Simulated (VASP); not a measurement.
A run of VASP 6.6.1 is set up as follows.

The input INCAR:

```
SYSTEM = Ru
ALGO = Fast
DIPOL = 0.5 0.5 0.500
EDIFF = 1E-6
ENCUT = 520
GGA = PS
IDIPOL = 3
ISIF = 2
ISMEAR = 0
LASPH = .TRUE.
LCHARG = .FALSE.
LDIPOL = .TRUE.
LREAL = .FALSE.
LWAVE = .FALSE.
NBANDS = 58
NELM = 60
PREC = Accurate
SIGMA = 0.1
```

KPOINTS

```
k-points
0
G
  15 15 1
  0 0 0
```

The input POSCAR:

```
Ru
1.0
    2.6895240361      0.0000000000      0.0000000000
   -1.3447620181      2.3291961394      0.0000000000
    0.0000000000      0.0000000000     27.7557624501
Ru
7
Direct
    0.3333333333      0.6666666667      0.2727656269
    0.6666666667      0.3333333333      0.3463806543
    0.3333333333      0.6666666667      0.4230376727
    0.6666666667      0.3333333333      0.5000000002
    0.3333333333      0.6666666667      0.5769623250
    0.6666666667      0.3333333333      0.6536193462
    0.3333333333      0.6666666667      0.7272343748
```

Potentials or basis: VASP PAW PBE potentials, release 64 (Ru_pv).

Command:

```console
$ cat potpaw_PBE.64/Ru_pv/POTCAR > POTCAR
$ mpirun -np 1 vasp_std > vasp.out
```

Q: Predict the band gap on the k mesh.

A: Zero (band 49 reaches 6.09 eV, above the bottom of band 50 at 3.50 eV).

Q: Predict the largest force.

A: 0.017 eV/Å.

Forces on the atoms (eV/Å):
```
Ru   0.000  0.000 -0.017
Ru   0.000  0.000  0.010
Ru   0.000  0.000  0.004
Ru   0.000  0.000  0.000
Ru   0.000  0.000 -0.004
Ru   0.000  0.000 -0.010
Ru   0.000  0.000  0.017
```

Caveat: the PAW data sets were made with another functional, which shifts forces and pressure a little.
